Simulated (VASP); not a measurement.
Wanted: the native input for a VASP 6.6.1 run.

| Item | Value |
| --- | --- |
| Task | single point |
| Functional | r2SCAN |
| Potentials or basis | VASP PAW PBE potentials, release 64 (K_sv, Cl) |
| Cutoff | 520 eV |
| k mesh | 6 × 6 × 6 |
| Occupations | gaussian, width 0.1 eV |
| Spin | no spin polarisation |
| Dipole correction | no |
| Further INCAR settings | ALGO = Normal; EDIFF = 1e-06; NBANDS = 15 |

The system is KCl.

```
CELL_PARAMETERS angstrom
0.00000 3.14647 3.14647
3.14647 0.00000 3.14647
3.14647 3.14647 0.00000
ATOMIC_POSITIONS crystal
K 0.00000 0.00000 0.00000
Cl 0.50000 0.50000 0.50000
```

The input as run:

POSCAR

```
KCl
1.0
    0.0000000000      3.1464700000      3.1464700000
    3.1464700000      0.0000000000      3.1464700000
    3.1464700000      3.1464700000      0.0000000000
K Cl
1 1
Direct
    0.0000000000      0.0000000000      0.0000000000
    0.5000000000      0.5000000000      0.5000000000
```

INCAR.step1

```
SYSTEM = KCl
ALGO = Normal
EDIFF = 1E-4
ENCUT = 520
GGA = PE
ISMEAR = 0
LASPH = .TRUE.
LCHARG = .FALSE.
LREAL = .FALSE.
LWAVE = .TRUE.
NBANDS = 15
NELM = 100
PREC = Accurate
SIGMA = 0.1
```

INCAR.step2

```
SYSTEM = KCl
ALGO = Normal
EDIFF = 1E-6
ENCUT = 520
ISIF = 2
ISMEAR = 0
ISTART = 1
LASPH = .TRUE.
LCHARG = .TRUE.
LELF = .TRUE.
LMIXTAU = .TRUE.
LREAL = .FALSE.
LVHAR = .TRUE.
LWAVE = .FALSE.
METAGGA = R2SCAN
NBANDS = 15
NELM = 100
PREC = Accurate
SIGMA = 0.1
```

KPOINTS

```
k-points
0
G
  6 6 6
  0 0 0
```

Potentials or basis: VASP PAW PBE potentials, release 64 (K_sv, Cl).

The run is started by

```bash
$ cat potpaw_PBE.64/K_sv/POTCAR potpaw_PBE.64/Cl/POTCAR > POTCAR
$ cp INCAR.step1 INCAR
$ mpirun -np 1 vasp_std > vasp.out
$ cp INCAR.step2 INCAR
$ mpirun -np 1 vasp_std > vasp.out
```

It gave:

The pressure is 0.0 GPa. The band gap on the k mesh is 5.83 eV.

Caveat: the PAW data sets were made with another functional, which shifts forces and pressure a little.

Run time: 2.5 min on 1 thread of Intel Xeon 8259CL, with other jobs on the host, peak memory 0.21 GiB.
